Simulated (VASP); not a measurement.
Set up this calculation in VASP 6.6.1, as the native input.

* Task: single point
* Functional: PBE
* Potentials or basis: VASP PAW PBE potentials, release 64 (Ga_d, N)
* Cutoff: 600 eV
* k mesh: 8 × 8 × 8
* Occupations: gaussian, width 0.1 eV
* Spin: no spin polarisation
* Dipole correction: no
* Further INCAR settings: ALGO = Normal; EDIFF = 1e-06; NBANDS = 16

The structure of GaN (series) lies in POSCAR:

```
GaN
1.0
    0.0000000000      2.2535006075      2.2535006075
    2.2535006075      0.0000000000      2.2535006075
    2.2535006075      2.2535006075      0.0000000000
Ga N
1 1
Direct
    0.0000000000      0.0000000000      0.0000000000
    0.7500000000      0.7500000000      0.7500000000
```

These files were run (other wordings do the same):

INCAR

```
SYSTEM = GaN
PREC = Accurate
ENCUT = 600
EDIFF = 1E-6
ISMEAR = 0
SIGMA = 0.1
LREAL = .False.
LASPH = .True.
NELM = 120
ALGO = Normal
ISIF = 2
LWAVE = .False.
LCHARG = .False.
GGA = PE
NBANDS = 16
GGA_COMPAT = .False.
```

KPOINTS

```
Automatic mesh
0
Gamma
  8 8 8
  0 0 0
```

Potentials or basis: VASP PAW PBE potentials, release 64 (Ga_d, N).

Command:

```bash
$ cat potpaw_PBE.64/Ga_d/POTCAR potpaw_PBE.64/N/POTCAR > POTCAR
$ mpirun -np 1 vasp_std > vasp.out
```

It gave:

The pressure is 4.9 GPa and the band gap on the k mesh is 1.72 eV, direct.

Run time: 9.8 s on 1 thread of Intel(R) Xeon(R) Platinum 8559C (Emerald Rapids), on a shared host, peak memory 0.16 GiB.
